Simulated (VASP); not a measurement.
# K (Im-3m) in VASP: elastic constants with LDA

Aim: the elastic constants of K with LDA.

Program: VASP 6.6.1. These are calculated values, not measurements. Logs are shortened: lines on timing, memory, paths and dates and some standing lists are left out, and cuts for length are marked.

## (1) The cell of the first run

The structure is cubic, space group Im-3m (No. 229). The conventional cell has a = 5.049 Å, b = 5.049 Å, c = 5.049 Å, α = 90.00°, β = 90.00°, γ = 90.00°. Within 5.7 Å of K (site symmetry m-3m) lie 14 K at 4.37 to 5.05 Å.

## (2) Elastic constants, LDA

The input, INCAR:

```
ALGO = Normal
EDIFF = 1E-8
ENCUT = 600
GGA = CA
IBRION = 6
ISIF = 3
ISMEAR = -1
LASPH = True
LCHARG = True
LREAL = False
LWAVE = False
NBANDS = 10
NELM = 80
NFREE = 2
NSW = 1
POTIM = 0.015
PREC = Accurate
SIGMA = 0.15
```

The input, KPOINTS:

```
k-points
0
Gamma
  12 12 12
```

The input, POSCAR:

```
K
1.0
   -2.5247258096      2.5247258096      2.5247258096
    2.5247258096     -2.5247258096      2.5247258096
    2.5247258096      2.5247258096     -2.5247258096
K
1
Direct
    0.0000000000      0.0000000000      0.0000000000
```

Potentials or basis: VASP PAW LDA potentials, release 64 (K_sv).

Run with:

```sh
> cat potpaw_LDA.64/K_sv/POTCAR > POTCAR
> mpirun -np 1 vasp_std > vasp.out
```

OUTCAR:

```text
EDIFF = 1E-8
   ENCUT = 600
   GGA = CA
   IBRION = 6
   ISIF = 3
   ISMEAR = -1
   LASPH = True
   LREAL = False
   NELM = 80
   NFREE = 2
   NSW = 1
   POTIM = 0.015
   PREC = Accurate

 ion  position               nearest neighbor table
   1  0.000  0.000  0.000-

  LATTYP: Found a body centered cubic cell.
 ALAT       =     5.0494516192

  Lattice vectors:

 A1 = (  -2.5247258096,   2.5247258096,   2.5247258096)
 A2 = (   2.5247258096,  -2.5247258096,   2.5247258096)
 A3 = (   2.5247258096,   2.5247258096,  -2.5247258096)

Analysis of symmetry for initial positions (statically):
=====================================================================
 Subroutine PRICEL returns:
 Original cell was already a primitive cell.

 Routine SETGRP: Setting up the symmetry group for a
 body centered cubic supercell.

 Subroutine GETGRP returns: Found 48 space group operations
 (whereof 48 operations were pure point group operations)
 out of a pool of 48 trial point group operations.

The static configuration has the point symmetry O_h .

Analysis of symmetry for dynamics (positions and initial velocities):
=====================================================================
 Subroutine PRICEL returns:
 Original cell was already a primitive cell.

 Routine SETGRP: Setting up the symmetry group for a
 body centered cubic supercell.

 Subroutine GETGRP returns: Found 48 space group operations
 (whereof 48 operations were pure point group operations)
 out of a pool of 48 trial point group operations.

The dynamic configuration has the point symmetry O_h .

 Subroutine INISYM returns: Found 48 space group operations
 (whereof 48 operations are pure point group operations),
 and found     1 'primitive' translations

----------------------------------------------------------------------------------------

                                     Primitive cell

  volume of cell :      64.3728

  direct lattice vectors                    reciprocal lattice vectors
    -2.524725810  2.524725810  2.524725810     0.000000000  0.198041307  0.198041307
     2.524725810 -2.524725810  2.524725810     0.198041307  0.000000000  0.198041307
     2.524725810  2.524725810 -2.524725810     0.198041307  0.198041307  0.000000000

  length of vectors
     4.372953377  4.372953377  4.372953377     0.280072703  0.280072703  0.280072703

  position of ions in fractional coordinates (direct lattice)
     0.000000000  0.000000000  0.000000000

  ion indices of the primitive-cell ions
   primitive index   ion index
                 1           1

----------------------------------------------------------------------------------------

 KPOINTS: k-points

Automatic generation of k-mesh.
 Grid dimensions read from file:
 generate k-points for:   12   12   12

 Generating k-lattice:

  Cartesian coordinates                     Fractional coordinates (reciprocal lattice)
     0.000000000  0.016503442  0.016503442     0.083333333  0.000000000  0.000000000
     0.016503442  0.000000000  0.016503442     0.000000000  0.083333333  0.000000000
     0.016503442  0.016503442  0.000000000     0.000000000  0.000000000  0.083333333

  Length of vectors
     0.023339392  0.023339392  0.023339392

  Shift w.r.t. Gamma in fractional coordinates (k-lattice)
     0.000000000  0.000000000  0.000000000

 Subroutine IBZKPT returns following result:
 ===========================================

 Found     72 irreducible k-points:

 Following reciprocal coordinates:
[... 88 lines left out ...]
  ext. energy  EPLUGINS =         0.00000000
  ---------------------------------------------------
  free energy    TOTEN  =        -1.19228783 eV

  energy without entropy =       -1.13722497  energy(sigma->0) =       -1.16475640

------------------------ aborting loop because EDIFF is reached ----------------------------------------

  FORCE on cell =-STRESS in cart. coord.  units (eV):
  Direction    XX          YY          ZZ          XY          YZ          ZX
  --------------------------------------------------------------------------------------
  -------------------------------------------------------------------------------------
  Total        0.0004462      0.0004462      0.0004462     -0.0000000     -0.0000000     -0.0000000
  in kB        0.0111065      0.0111065      0.0111065     -0.0000000     -0.0000000     -0.0000000
  external PRESSURE =       0.0111065 kB  Pullay stress =       0.0000000 kB
[... 86 lines left out ...]
  FREE ENERGIE OF THE ION-ELECTRON SYSTEM (eV)
  ---------------------------------------------------
  free  energy   TOTEN  =        -1.1920491575 eV

  energy  without entropy=       -1.1372584744  energy(sigma->0) =       -1.16465382

 E-fermi :   0.0225     XC(G=0):  -6.2648

 val. band max:        0.0205958638   @ k =   0.2500   0.2500   0.0000
 cond. band min:       0.0277460956   @ k =  -0.2500  -0.3333   0.1667
 fundamental gap:      0.0071502318
 Fermi energy:         0.0224823238

 k-point     1 :       0.0000    0.0000    0.0000
  band No.  band energies     occupation
      1     -31.7051      2.00000
      2     -15.3708      2.00000
      3     -15.3706      2.00000
      4     -15.3706      2.00000
      5      -2.3543      2.00000
      6       4.2679      0.00000
      7       4.3492      0.00000
      8       4.3492      0.00000
      9       5.3052      0.00000
     10       5.4137      0.00000
[... 287 lines left out ...]
 k-point    24 :       0.4167    0.0833    0.0833
  band No.  band energies     occupation
      1     -31.6960      2.00000
      2     -15.4807      2.00000
      3     -15.4144      2.00000
      4     -15.3789      2.00000
      5       0.6258      0.03521
      6       0.9377      0.00447
      7       2.7678      0.00000
      8       4.9628      0.00000
      9       5.9339      0.00000
     10       6.0331      0.00000

 [... further k-points ...]

[... ionic steps 4 to 12 ...]

--------------------------------------- Ionic step       13  -------------------------------------------

 number of electron       9.0000001 magnetization

------------------------ aborting loop because EDIFF is reached ----------------------------------------
[... 65 lines left out ...]
--------------------------------------- Ionic step       15  -------------------------------------------

 number of electron       9.0000001 magnetization

 Free energy of the ion-electron system (eV)
  ---------------------------------------------------
  ext. energy  EPLUGINS =         0.00000000
  ---------------------------------------------------
  free energy    TOTEN  =        -1.19228720 eV

  energy without entropy =       -1.13722434  energy(sigma->0) =       -1.16475577

 E-fermi :  -0.0146     XC(G=0):  -6.2232

 val. band max:       -0.0376976131   @ k =   0.2500   0.2500   0.0000
 cond. band min:       0.0270486425   @ k =   0.3333   0.1667  -0.0000
 fundamental gap:      0.0647462557
 Fermi energy:        -0.0146249615

 k-point     1 :       0.0000    0.0000    0.0000
  band No.  band energies     occupation
      1     -31.7494      2.00000
      2     -15.4170      2.00000
      3     -15.4170      2.00000
      4     -15.4170      2.00000
      5      -2.3684      2.00000
      6       4.2716      0.00000
      7       4.2716      0.00000
      8       4.2716      0.00000
      9       5.2988      0.00000
     10       5.2988      0.00000
[... 327 lines left out ...]
  FREE ENERGIE OF THE ION-ELECTRON SYSTEM (eV)
  ---------------------------------------------------
  free  energy   TOTEN  =        -1.1922871956 eV

  energy  without entropy=       -1.1372243406  energy(sigma->0) =       -1.16475577

 INTERNAL STRAIN TENSORS FROM STRAINED CELLS
 ============================================

 INTERNAL STRAIN TENSOR FOR ION    1 for displacements in x,y,z  (eV/Angst):
          X           Y           Z          XY          YZ          ZX
  --------------------------------------------------------------------------------
  x    -0.00000     0.00000    -0.00000    -0.00000     0.00000     0.00000
  y    -0.00000     0.00000    -0.00000    -0.00000     0.00000     0.00000
  z    -0.00000    -0.00000    -0.00000    -0.00000    -0.00000    -0.00000

 INTERNAL STRAIN TENSORS FROM DISPLACED ATOMS
 ============================================

 INTERNAL STRAIN TENSOR FOR ION    1 for displacements in x,y,z  (eV/Angst):
          X           Y           Z          XY          YZ          ZX
  --------------------------------------------------------------------------------
  x     0.00000     0.00000     0.00000     0.00000     0.00000     0.00000
  y     0.00000     0.00000     0.00000     0.00000     0.00000     0.00000
  z     0.00000     0.00000     0.00000     0.00000     0.00000     0.00000

 Eigenvectors and eigenvalues of the dynamical matrix
 ----------------------------------------------------

   1 f  =    0.000000 THz     0.000000 2PiTHz    0.000000 cm-1     0.000000 meV
             X         Y         Z           dx          dy          dz
      0.000000  0.000000  0.000000     1.000000    0.000000    0.000000

   2 f  =    0.000000 THz     0.000000 2PiTHz    0.000000 cm-1     0.000000 meV
             X         Y         Z           dx          dy          dz
      0.000000  0.000000  0.000000     0.000000    1.000000    0.000000

   3 f  =    0.000000 THz     0.000000 2PiTHz    0.000000 cm-1     0.000000 meV
             X         Y         Z           dx          dy          dz
      0.000000  0.000000  0.000000     0.000000    0.000000    1.000000

--------------------------------------------------------------------------------------------------------

 ELASTIC MODULI CONTR FROM IONIC RELAXATION (kBar)
 Direction    XX          YY          ZZ          XY          YZ          ZX
 --------------------------------------------------------------------------------
 XX           0.0000      0.0000      0.0000      0.0000      0.0000      0.0000
 YY           0.0000      0.0000      0.0000      0.0000      0.0000      0.0000
 ZZ           0.0000      0.0000      0.0000      0.0000      0.0000      0.0000
 XY           0.0000      0.0000      0.0000      0.0000      0.0000      0.0000
 YZ           0.0000      0.0000      0.0000      0.0000      0.0000      0.0000
 ZX           0.0000      0.0000      0.0000      0.0000      0.0000      0.0000
 --------------------------------------------------------------------------------

 TOTAL ELASTIC MODULI (kBar)
 Direction    XX          YY          ZZ          XY          YZ          ZX
 --------------------------------------------------------------------------------
 XX          49.5510     41.8505     41.8505     -0.0000      0.0000     -0.0000
 YY          41.8505     49.5510     41.8505      0.0000     -0.0000      0.0000
 ZZ          41.8505     41.8505     49.5510      0.0000      0.0000      0.0000
 XY          -0.0000      0.0000      0.0000     31.7708      0.0000      0.0000
 YZ           0.0000     -0.0000      0.0000      0.0000     31.7708      0.0000
 ZX          -0.0000      0.0000      0.0000      0.0000      0.0000     31.7708
 --------------------------------------------------------------------------------
```

Wall time 11 min (1 thread of Intel Xeon 6975P-C (Granite Rapids), shared host); peak memory 0.65 GiB.

What came out:

```
Elastic constants C11, C12, C44 : 5, 4, 3 GPa
Voigt bulk modulus              : 4 GPa
```

Elastic tensor in Voigt notation (GPa, in the Cartesian axes of the cell as first typed):
```
5 4 4 0 0 0
4 5 4 0 0 0
4 4 5 0 0 0
0 0 0 3 0 0
0 0 0 0 3 0
0 0 0 0 0 3
```

Clamped-ion elastic tensor (GPa):
```
5 4 4 0 0 0
4 5 4 0 0 0
4 4 5 0 0 0
0 0 0 3 0 0
0 0 0 0 3 0
0 0 0 0 0 3
```
